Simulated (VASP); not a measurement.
# Re (Pm-3m) in VASP: further runs

The runs below take Re through relaxation of cell and atoms, with PBE.

Everything below comes from runs of VASP 6.6.1. Logs are shortened: lines on timing, memory, paths and dates and some standing lists are left out, and cuts for length are marked.

## 1. The cell of the first run

Symmetry: Pm-3m, No. 221, cubic system. Conventional cell: a = 2.530 Å, b = 2.530 Å, c = 2.530 Å, α = 90.00°, β = 90.00°, γ = 90.00°. Re (site symmetry m-3m) has 6 Re at 2.53 Å within 3.3 Å.

## 2. Relaxation of cell and atoms, PBE

INCAR reads:

```
PREC = Accurate
ENCUT = 600
EDIFF = 1E-6
ISMEAR = -1
SIGMA = 0.05
LREAL = False
LASPH = True
NELM = 100
ALGO = Normal
ISIF = 3
LWAVE = False
LCHARG = False
GGA = PE
IBRION = 2
NSW = 80
EDIFFG = -0.03
```

KPOINTS reads:

```
Automatic mesh
0
Gamma
  10 10 10
```

POSCAR reads:

```
Re
1.0
    2.5300000000      0.0000000000      0.0000000000
    0.0000000000      2.5300000000      0.0000000000
    0.0000000000      0.0000000000      2.5300000000
Re
1
Direct
    0.0000000000      0.0000000000      0.0000000000
```

Potentials or basis: VASP PAW PBE potentials, release 64 (Re).

Started as:

```bash
> cat potpaw_PBE.64/Re/POTCAR > POTCAR
> mpirun -np 1 vasp_std > vasp.out
```

OUTCAR:

```text
PREC = Accurate
   ENCUT = 600
   EDIFF = 1E-6
   ISMEAR = -1
   LREAL = False
   LASPH = True
   NELM = 100
   ISIF = 3
   GGA = PE
   IBRION = 2
   NSW = 80
   EDIFFG = -0.03

 ion  position               nearest neighbor table
   1  0.000  0.000  0.000-

  LATTYP: Found a simple cubic cell.
 ALAT       =     2.5300000000

  Lattice vectors:

 A1 = (   2.5300000000,   0.0000000000,   0.0000000000)
 A2 = (   0.0000000000,   2.5300000000,   0.0000000000)
 A3 = (   0.0000000000,   0.0000000000,   2.5300000000)

Analysis of symmetry for initial positions (statically):
=====================================================================
 Subroutine PRICEL returns:
 Original cell was already a primitive cell.

 Routine SETGRP: Setting up the symmetry group for a
 simple cubic supercell.

 Subroutine GETGRP returns: Found 48 space group operations
 (whereof 48 operations were pure point group operations)
 out of a pool of 48 trial point group operations.

The static configuration has the point symmetry O_h .

Analysis of symmetry for dynamics (positions and initial velocities):
=====================================================================
 Subroutine PRICEL returns:
 Original cell was already a primitive cell.

 Routine SETGRP: Setting up the symmetry group for a
 simple cubic supercell.

 Subroutine GETGRP returns: Found 48 space group operations
 (whereof 48 operations were pure point group operations)
 out of a pool of 48 trial point group operations.

The dynamic configuration has the point symmetry O_h .

 Subroutine INISYM returns: Found 48 space group operations
 (whereof 48 operations are pure point group operations),
 and found     1 'primitive' translations

----------------------------------------------------------------------------------------

                                     Primitive cell

  volume of cell :      16.1943

  direct lattice vectors                    reciprocal lattice vectors
     2.530000000  0.000000000  0.000000000     0.395256917  0.000000000  0.000000000
     0.000000000  2.530000000  0.000000000     0.000000000  0.395256917  0.000000000
     0.000000000  0.000000000  2.530000000     0.000000000  0.000000000  0.395256917

  length of vectors
     2.530000000  2.530000000  2.530000000     0.395256917  0.395256917  0.395256917

  position of ions in fractional coordinates (direct lattice)
     0.000000000  0.000000000  0.000000000

  ion indices of the primitive-cell ions
   primitive index   ion index
                 1           1

----------------------------------------------------------------------------------------

 KPOINTS: Automatic mesh

Automatic generation of k-mesh.
 Grid dimensions read from file:
 generate k-points for:   10   10   10

 Generating k-lattice:

  Cartesian coordinates                     Fractional coordinates (reciprocal lattice)
     0.039525692  0.000000000  0.000000000     0.100000000  0.000000000  0.000000000
     0.000000000  0.039525692  0.000000000     0.000000000  0.100000000  0.000000000
     0.000000000  0.000000000  0.039525692     0.000000000  0.000000000  0.100000000

  Length of vectors
     0.039525692  0.039525692  0.039525692

  Shift w.r.t. Gamma in fractional coordinates (k-lattice)
     0.000000000  0.000000000  0.000000000

 Subroutine IBZKPT returns following result:
 ===========================================

 Found     56 irreducible k-points:

 Following reciprocal coordinates:
            Coordinates               Weight
  0.000000  0.000000  0.000000      1.000000
  0.100000  0.000000  0.000000      6.000000
  0.200000  0.000000  0.000000      6.000000
  0.300000  0.000000  0.000000      6.000000
  0.400000  0.000000  0.000000      6.000000
  0.500000  0.000000  0.000000      3.000000
[... 16 lines left out ...]
  0.200000  0.100000  0.100000     24.000000
  0.300000  0.100000  0.100000     24.000000
 [... further k-points ...]
   k-points           NKPTS =     56   k-points in BZ     NKDIM =     56   number of bands    NBANDS=      7
   number of dos      NEDOS =    301   number of ions     NIONS =      1
   total plane-waves  NPLWV =   8000
   dimension x,y,z NGX =    20 NGY =   20 NGZ =   20
   dimension x,y,z NGXF=    40 NGYF=   40 NGZF=   40
   ions per type =               1
   NGX,Y,Z   is equivalent  to a cutoff of  13.14, 13.14, 13.14 a.u.
   NGXF,Y,Z  is equivalent  to a cutoff of  26.28, 26.28, 26.28 a.u.
 SYSTEM =  unknown system
   PREC   = accura    normal or accurate (medium, high low for compatibility)
   ISTART =      0    job   : 0-new  1-cont  2-samecut
   ICHARG =      2    charge: 1-file 2-atom 10-const
   ISPIN  =      1    spin polarized calculation?
   LNONCOLLINEAR =      F non collinear calculations
   LSORBIT =      F    spin-orbit coupling
   LASPH  =      T    aspherical Exc in radial PAW
   ENCUT  =  600.0 eV  44.10 Ry    6.64 a.u.   5.05  5.05  5.05*2*pi/ulx,y,z
   NELM   =    100;   NELMIN=  2; NELMDL= -5     # of ELM steps
   EDIFF  = 0.1E-05   stopping-criterion for ELM
   LREAL  =      F    real-space projection
   EDIFFG = -.3E-01   stopping-criterion for IOM
   NSW    =     80    number of steps for IOM
   IBRION =      2    ionic relax: 0-MD 1-quasi-New 2-CG
   NFREE  =      1    steps in history (QN), initial steepest desc. (CG)
   ISIF   =      3    stress and relaxation
   ISYM   =      2    0-nonsym 1-usesym 2-fastsym
   POTIM  = 0.5000    time-step for ionic-motion
   TEBEG  =    0.0;   TEEND  =   0.0 temperature during run
   PSTRESS=    0.0 pullay stress
   NELECT =       7.0000    total number of electrons
   NUPDOWN=      -1.0000    fix difference up-down
   EMIN   =  10.00;   EMAX   =-10.00  energy-range for DOS
   EFERMI =   0.00;   METHOD = LEGACY
   ISMEAR =    -1;   SIGMA  =   0.05  broadening in eV -4-tet -1-fermi 0-gaus
   EFERMI_NEDOS =   21; number of points for ismear=-14 and -15
   IALGO  =     38    algorithm
   IMIX   =      4    mixing-type and parameters
     AMIX     =   0.40;   BMIX     =  1.00
     AMIX_MAG =   1.60;   BMIX_MAG =  1.00
  volume/ion in A,a.u.               =      16.19       109.28
  Fermi-wavevector in a.u.,A,eV,Ry     =   1.237809  2.339120 20.846456  1.532171
  Thomas-Fermi vector in A             =   2.372361
   LORBIT       =      0    0 simple, 1 ext, 2 COOP (PROOUT), +10 PAW based schemes
   GGA     = PE    functional components
   LHFCALC =     F    Hartree Fock is set to
   AEXX    =    0.0000 exact exchange contribution
   IVDW    =     0    specifies the selected vdW correction
   LEPSILON=     F    determine dielectric tensor
   LRPA    =     F    only Hartree local field effects (RPA)
 conjugate gradient relaxation of ions
 non-spin polarized calculation
  energy-cutoff  :      600.00
  volume of cell :       16.19
 maximum number of plane-waves:       554
   NGX = 11   NGY = 11   NGZ = 11

--------------------------------------- Ionic step        1  -------------------------------------------

 number of electron       6.9999998 magnetization

 Free energy of the ion-electron system (eV)
  ---------------------------------------------------
  ext. energy  EPLUGINS =         0.00000000
  ---------------------------------------------------
  free energy    TOTEN  =       -11.04573931 eV

  energy without entropy =      -11.04147133  energy(sigma->0) =      -11.04360532

------------------------ aborting loop because EDIFF is reached ----------------------------------------

  FORCE on cell =-STRESS in cart. coord.  units (eV):
  Direction    XX          YY          ZZ          XY          YZ          ZX
  --------------------------------------------------------------------------------------
  -------------------------------------------------------------------------------------
  Total        1.5672501      1.5672501      1.5672501     -0.0000000     -0.0000000      0.0000000
  in kB      155.0555562    155.0555562    155.0555562     -0.0000000     -0.0000000      0.0000000
  external PRESSURE =     155.0555562 kB  Pullay stress =       0.0000000 kB
[... 90 lines left out ...]
  energy  without entropy=      -11.0800351425  energy(sigma->0) =      -11.08260933

--------------------------------------- Ionic step        4  -------------------------------------------

 number of electron       7.0000001 magnetization

 Free energy of the ion-electron system (eV)
  ---------------------------------------------------
  ext. energy  EPLUGINS =         0.00000000
  ---------------------------------------------------
  free energy    TOTEN  =       -11.08537829 eV

  energy without entropy =      -11.08030107  energy(sigma->0) =      -11.08283968

 E-fermi :   6.6299     XC(G=0): -12.7740

 val. band max:        6.6256609999   @ k =   0.5000   0.1000   0.0000
 cond. band min:       6.7135533615   @ k =   0.3000   0.2000   0.0000
 fundamental gap:      0.0878923616
 Fermi energy:         6.6299385485

 k-point     1 :       0.0000    0.0000    0.0000
  band No.  band energies     occupation
      1      -2.5241      2.00000
      2       1.3150      2.00000
      3       1.3150      2.00000
      4      10.1670      0.00000
      5      10.1670      0.00000
      6      10.1670      0.00000
      7      22.0426      0.00000
[... 221 lines left out ...]
 k-point    24 :       0.3000    0.1000    0.1000
  band No.  band energies     occupation
      1       0.2892      2.00000
      2       2.4608      2.00000
      3       4.1268      2.00000
      4       7.0437      0.00051
      5       7.5204      0.00000
      6       9.5412      0.00000
      7      16.7214      0.00000

 [... further k-points ...]

------------------------ aborting loop because EDIFF is reached ----------------------------------------

  FORCE on cell =-STRESS in cart. coord.  units (eV):
  Direction    XX          YY          ZZ          XY          YZ          ZX
  --------------------------------------------------------------------------------------
  -------------------------------------------------------------------------------------
  Total       -0.0001927     -0.0001927     -0.0001927      0.0000000     -0.0000000     -0.0000000
  in kB       -0.0181030     -0.0181030     -0.0181030      0.0000000     -0.0000000     -0.0000000
  external PRESSURE =      -0.0181030 kB  Pullay stress =       0.0000000 kB
[... 16 lines left out ...]
  FREE ENERGIE OF THE ION-ELECTRON SYSTEM (eV)
  ---------------------------------------------------
  free  energy   TOTEN  =       -11.0853782885 eV

  energy  without entropy=      -11.0803010731  energy(sigma->0) =      -11.08283968

 reached required accuracy - stopping structural energy minimisation
```

Wall time 35 s (1 thread of Intel Xeon 8259CL, shared host); peak memory 0.14 GiB.

What came out:

```yaml
Free_energy: -11.0854 eV
Relaxed_volume: 17.05 Å³/atom
Relaxed_cell: a = 2.574 Å, b = 2.574 Å, c = 2.574 Å, α = 90.00°, β = 90.00°, γ = 90.00°
Space_group_after_relaxing_to_0.05_Å: Pm-3m (No. 221)
Energy_gained_by_relaxing: 39.6 meV/atom
Ionic_steps: 4
Pressure_after_relaxing: 0.0 GPa
```

Step by step:
| step | energy change (eV) | largest force (eV/Å) | pressure (GPa) | volume (Å³) |
| --- | --- | --- | --- | --- |
| 1 | 0.0000 | 0.0000 | 15.51 | 16.19 |
| 2 | 0.3049 | 0.0000 | -30.50 | 20.15 |
| 3 | -0.0394 | 0.0000 | -1.05 | 17.12 |
| 4 | -0.0396 | 0.0000 | 0.00 | 17.05 |

Final structure:
```
Re
1.0
     2.57405    0.00000    0.00000
     0.00000    2.57405    0.00000
     0.00000    0.00000    2.57405
Re
1
Direct
  0.00000 0.00000 0.00000
```

Levels at points of the mesh, in eV from the Fermi level:
```csv
k point,band 1,band 2,band 3,band 4,band 5,band 6,band 7
"(0.00, 0.00, 0.00)",-9.15,-5.31,-5.31,3.54,3.54,3.54,15.41
"(0.50, 0.00, 0.00)",-5.76,-4.39,-0.96,-0.07,-0.07,3.91,8.35
"(0.50, 0.50, 0.00)",-6.29,-3.82,0.65,0.65,4.73,4.73,6.14
"(0.50, 0.50, 0.50)",-4.72,-4.72,-4.72,6.41,6.41,8.03,11.61
```

Caveat: spin-orbit coupling is left out, which moves the levels of the heavy elements.

## 3. Relaxation of cell and atoms, PBE, target pressure 20 GPa, at which the enthalpy is minimised

INCAR reads:

```
SYSTEM = Re
  PREC = Accurate
  ENCUT = 600
  EDIFF = 1E-6
  ISMEAR = -1
  SIGMA = 0.05
  LREAL = .False.
  LASPH = .True.
  NELM = 60
  ALGO = Normal
  ISIF = 3
  LWAVE = .False.
  LCHARG = .False.
  GGA = PE
  IBRION = 2
  NSW = 80
  EDIFFG = -0.03
  PSTRESS = 200.0
```

KPOINTS reads:

```
Automatic mesh
0
Gamma
  10 10 10
  0 0 0
```

POSCAR is that of step 2.

Potentials or basis: VASP PAW PBE potentials, release 64 (Re).

Started as:

```bash
> cat potpaw_PBE.64/Re/POTCAR > POTCAR
> mpirun -np 1 vasp_std > vasp.out
```

Wall time 25 s (1 thread of Intel Xeon 8259CL, shared host); peak memory 0.14 GiB.

Results (log left out):

```
Free energy                                            : -11.0229 eV
Relaxed volume                                         : 15.99 Å³/atom
Relaxed cell                                           : a = 2.519 Å, b = 2.519 Å, c = 2.519 Å, α = 90.00°, β = 90.00°, γ = 90.00°
Space group after relaxing (to 0.05 Å)                 : Pm-3m (No. 221)
Energy change on relaxing (the enthalpy is what falls) : +22.8 meV/atom
Ionic steps                                            : 3
Pressure after relaxing                                : 19.9 GPa
```

The path:
| step | energy change (eV) | largest force (eV/Å) | pressure (GPa) | volume (Å³) |
| --- | --- | --- | --- | --- |
| 1 | 0.0000 | 0.0000 | 15.51 | 16.19 |
| 2 | 0.1782 | 0.0000 | 40.69 | 15.15 |
| 3 | 0.0228 | 0.0000 | 19.92 | 15.99 |

Final structure:
```yaml
crystal:
  lattice:
    - [2.51916, 0.00000, 0.00000]
    - [0.00000, 2.51916, 0.00000]
    - [0.00000, 0.00000, 2.51916]
  atoms:
    - { symbol: Re, position: [0.00000, 0.00000, 0.00000] }
```

Levels at points of the mesh, in eV from the Fermi level:
| k point | band 1 | band 2 | band 3 | band 4 | band 5 | band 6 | band 7 |
| --- | --- | --- | --- | --- | --- | --- | --- |
| (0.00, 0.00, 0.00) | -9.60 | -5.77 | -5.77 | 3.91 | 3.91 | 3.91 | 15.98 |
| (0.50, 0.00, 0.00) | -6.05 | -4.76 | -1.03 | -0.10 | -0.10 | 4.34 | 9.16 |
| (0.50, 0.50, 0.00) | -6.90 | -4.05 | 0.70 | 0.70 | 5.02 | 5.02 | 6.79 |
| (0.50, 0.50, 0.50) | -5.18 | -5.18 | -5.18 | 7.09 | 7.09 | 7.82 | 12.49 |

Caveat: the cell is relaxed towards a set pressure, so the enthalpy falls and the energy may rise; spin-orbit coupling is left out, which moves the levels of the heavy elements.

## 4. Relaxation of cell and atoms, PBE, target pressure 40 GPa, at which the enthalpy is minimised

INCAR reads:

```
SYSTEM = Re
PREC = Accurate
ENCUT = 600
EDIFF = 1E-6
ISMEAR = -1
SIGMA = 0.05
LREAL = .False.
LASPH = .True.
NELM = 80
ALGO = Normal
ISIF = 3
LWAVE = .False.
LCHARG = .False.
GGA = PE
IBRION = 2
NSW = 80
EDIFFG = -0.03
PSTRESS = 400.0
```

KPOINTS is that of step 3.

POSCAR is that of step 3.

Started as:

```bash
> cat potpaw_PBE.64/Re/POTCAR > POTCAR
> mpirun -np 1 vasp_std > vasp.out
```

Wall time 53 s (1 thread of Intel Xeon 8259CL, shared host); peak memory 0.13 GiB.

It converged, with:

```
Free energy                                            : -10.8740 eV
Relaxed volume                                         : 15.18 Å³/atom
Relaxed cell                                           : a = 2.476 Å, b = 2.476 Å, c = 2.476 Å, α = 90.00°, β = 90.00°, γ = 90.00°
Space group after relaxing (to 0.05 Å)                 : Pm-3m (No. 221)
Energy change on relaxing (the enthalpy is what falls) : +171.7 meV/atom
Ionic steps                                            : 5
Pressure after relaxing                                : 40.0 GPa
```

The path:
```
step  energy change (eV)  largest force (eV/Å)  pressure (GPa)  volume (Å³)
   1              0.0000                0.0000           15.51        16.19
   2              3.6194                0.0000          282.05        11.06
   3              0.1377                0.0000           36.05        15.32
   4              0.1621                0.0000           38.91        15.22
   5              0.1717                0.0000           40.00        15.18
```

Final structure:
```
CELL_PARAMETERS angstrom
2.47595 0.00000 0.00000
0.00000 2.47595 0.00000
0.00000 0.00000 2.47595
ATOMIC_POSITIONS crystal
Re 0.00000 0.00000 0.00000
```

Levels at points of the mesh, in eV from the Fermi level:
```
           k point  band 1  band 2  band 3  band 4  band 5  band 6  band 7
(0.00, 0.00, 0.00)   -9.97   -6.17   -6.17    4.23    4.23    4.23   16.43
(0.50, 0.00, 0.00)   -6.30   -5.08   -1.09   -0.14   -0.14    4.70    9.85
(0.50, 0.50, 0.00)   -7.44   -4.26    0.74    0.74    5.26    5.26    7.34
(0.50, 0.50, 0.50)   -5.60   -5.60   -5.60    7.62    7.67    7.67   13.25
```

Caveat: the cell is relaxed towards a set pressure, so the enthalpy falls and the energy may rise; spin-orbit coupling is left out, which moves the levels of the heavy elements.

## 5. Relaxation of cell and atoms, PBE, target pressure 60 GPa, at which the enthalpy is minimised

INCAR reads:

```
SYSTEM = Re
ALGO     = Normal         ! electronic algorithm
EDIFF    = 1E-6           ! SCF threshold, eV
EDIFFG   = -0.03          ! ionic threshold
ENCUT    = 600            ! plane-wave cutoff, eV
GGA      = PE             ! functional
IBRION   = 2              ! ionic algorithm
ISIF     = 3              ! what is computed and relaxed
ISMEAR   = -1             ! smearing method
LASPH    = .TRUE.         ! aspherical terms in the spheres
LCHARG   = .FALSE.        ! write CHGCAR
LREAL    = .FALSE.        ! projectors in reciprocal space
LWAVE    = .FALSE.        ! write WAVECAR
NELM     = 100            ! most SCF steps
NSW      = 80             ! ionic steps
PREC     = Accurate       ! precision mode
PSTRESS  = 600.0        
SIGMA    = 0.05           ! smearing width, eV
```

KPOINTS reads:

```
k-points
0
G
  10 10 10
  0 0 0
```

POSCAR is that of step 4.

Started as:

```bash
> cat potpaw_PBE.64/Re/POTCAR > POTCAR
> mpirun -np 1 vasp_std > vasp.out
```

It took 49 s on 1 thread of Intel Xeon 8259CL, shared host; peak memory 0.14 GiB.

Results (log left out):

```
Free energy                                            : -10.6733 eV
Relaxed volume                                         : 14.53 Å³/atom
Relaxed cell                                           : a = 2.440 Å, b = 2.440 Å, c = 2.440 Å, α = 90.00°, β = 90.00°, γ = 90.00°
Space group after relaxing (to 0.05 Å)                 : Pm-3m (No. 221)
Energy change on relaxing (the enthalpy is what falls) : +372.4 meV/atom
Ionic steps                                            : 5
Pressure after relaxing                                : 60.1 GPa
```

Step by step:
| step | energy change (eV) | largest force (eV/Å) | pressure (GPa) | volume (Å³) |
| --- | --- | --- | --- | --- |
| 1 | 0.0000 | 0.0000 | 15.51 | 16.19 |
| 2 | 15.1061 | 0.0000 | 984.63 | 7.78 |
| 3 | 0.2111 | 0.0000 | 44.31 | 15.03 |
| 4 | 0.2962 | 0.0000 | 52.94 | 14.75 |
| 5 | 0.3724 | 0.0000 | 60.14 | 14.53 |

Final structure:
```
Re
1.0
     2.44027    0.00000    0.00000
     0.00000    2.44027    0.00000
     0.00000    0.00000    2.44027
Re
1
Direct
  0.00000 0.00000 0.00000
```

Levels at points of the mesh, in eV from the Fermi level:
```tsv
k point	band 1	band 2	band 3	band 4	band 5	band 6	band 7
(0.00, 0.00, 0.00)	-10.31	-6.56	-6.56	4.48	4.48	4.48	16.81
(0.50, 0.00, 0.00)	-6.54	-5.40	-1.16	-0.21	-0.21	4.99	10.42
(0.50, 0.50, 0.00)	-7.95	-4.46	0.74	0.74	5.46	5.46	7.80
(0.50, 0.50, 0.50)	-6.01	-6.01	-6.01	7.41	8.16	8.16	13.92
```

Caveat: the cell is relaxed towards a set pressure, so the enthalpy falls and the energy may rise; spin-orbit coupling is left out, which moves the levels of the heavy elements.

## 6. The runs side by side

| cell | gap on the mesh (eV) | pressure (GPa) |
| --- | --- | --- |
| relaxed | none | 0.0 |
| relaxed to 20 GPa | none | 19.9 |
| relaxed to 40 GPa | none | 40.0 |
| relaxed to 60 GPa | none | 60.1 |

Alike in all rows: task relaxation of cell and atoms; level PBE; potentials or basis VASP PAW PBE potentials, release 64 (Re); no spin polarisation; k mesh 10 × 10 × 10; cutoff (eV) 600; smearing fermi-dirac 0.05 eV.

Caveats: spin-orbit coupling is left out, which moves the levels of the heavy elements; the cell is relaxed towards a set pressure, so the enthalpy falls and the energy may rise (some runs).

Total energies depend on the potentials used, so only differences within one code and one set of settings carry meaning.
